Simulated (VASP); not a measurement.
A run of VASP 6.6.1 is set up as follows.

Contents of INCAR:

```
ALGO     = Fast           # electronic algorithm
EDIFF    = 1E-6           # SCF threshold, eV
ENCUT    = 520            # plane-wave cutoff, eV
GGA      = PE             # functional
ISIF     = 2              # what is computed and relaxed
ISMEAR   = 0              # smearing method
LASPH    = True           # aspherical terms in the spheres
LCHARG   = False          # write CHGCAR
LREAL    = False          # projectors in reciprocal space
LWAVE    = False          # write WAVECAR
NBANDS   = 43             # bands
NELM     = 60             # most SCF steps
PREC     = Accurate       # precision mode
SIGMA    = 0.1            # smearing width, eV
```

The input KPOINTS:

```
k-points
0
Gamma
  10 10 10
```

File POSCAR:

```
TeMo2
1.0
   -2.6095116556      2.6095116556      4.3872723714
    2.6095116556     -2.6095116556      4.3872723714
    2.6095116556      2.6095116556     -4.3872723714
Te Mo
2 4
Direct
    0.0000000000      0.0000000000      0.0000000000
    0.7500000000      0.2500000000      0.5000000000
    0.3619338280      0.3619338280      0.0000000000
    0.1119338280      0.6119338280      0.5000000000
    0.3880661720      0.8880661720      0.5000000000
    0.6380661720      0.6380661720      0.0000000000
```

Potentials or basis: VASP PAW PBE potentials, release 64 (Te, Mo_sv).

Launch:

```sh
$ cat potpaw_PBE.64/Te/POTCAR potpaw_PBE.64/Mo_sv/POTCAR > POTCAR
$ mpirun -np 1 vasp_std > vasp.out
```

(1) What does it give for the pressure?

(2) Predict the largest force.

## Answers

(1) 0.2 GPa.

(2) 0.053 eV/Å.
